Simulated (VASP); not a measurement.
**BaAg2As2: single point with PBE**

BaAg2As2:

```
Ba Ag As
1.0
    -2.29142    2.29142    5.89942
     2.29142   -2.29142    5.89942
     2.29142    2.29142   -5.89942
Ba Ag As
1 2 2
Direct
  0.00000 0.00000 0.00000
  0.75000 0.25000 0.50000
  0.25000 0.75000 0.50000
  0.34783 0.34783 0.00000
  0.65217 0.65217 0.00000
```

This cell differs from its parent crystal: strained and its atoms moved.

- Program: VASP 6.6.1
- Task: single point
- Functional: PBE
- Potentials or basis: VASP PAW PBE potentials, release 64 (Ba_sv, Ag, As)
- Cutoff: 520 eV
- k mesh: 12 × 12 × 12
- Occupations: gaussian, width 0.1 eV
- Spin: no spin polarisation

The pressure is 3.7 GPa. The largest force is 1.856 eV/Å and the band gap on the k mesh is zero (bands 21 and 22 overlap by 1.76 eV).

Forces in eV/Å, atoms in the order of the input:
```
Ba   0.000  0.000  0.000
Ag   0.000  0.000  0.000
Ag   0.000  0.000  0.000
As   0.000  0.000  1.856
As   0.000  0.000 -1.856
```

Stress tensor (GPa, compression positive):
```
4.32 0.00 0.00
0.00 4.32 0.00
0.00 0.00 2.38
```

Levels at points of the mesh, in eV from the Fermi level:
| k point | band 18 | band 19 | band 20 | band 21 | band 22 | band 23 | band 24 | band 25 |
| --- | --- | --- | --- | --- | --- | --- | --- | --- |
| (0.00, 0.00, 0.00) | -2.43 | -2.43 | 0.50 | 0.50 | 0.68 | 1.33 | 1.44 | 1.87 |
| (0.50, 0.00, 0.00) | -3.34 | -0.86 | -0.35 | -0.23 | 0.10 | 1.26 | 2.67 | 2.84 |
| (0.50, 0.50, 0.00) | -3.07 | -2.97 | -1.80 | -1.43 | -0.98 | 2.68 | 4.43 | 4.52 |
| (0.50, 0.50, 0.50) | -2.24 | -1.25 | -0.47 | 0.35 | 0.79 | 0.79 | 1.36 | 3.76 |

Run time: 40 min on 1 thread of Intel Xeon 8259CL, with other jobs on the host, peak memory 0.79 GiB.

Caveat: the cell differs from its parent crystal (strained and its atoms moved); the cell stands under pressure; spin-orbit coupling is left out, which moves the levels of the heavy elements; forces of over 1 eV/Å act on the atoms, so gaps and moduli don't describe the material at rest.
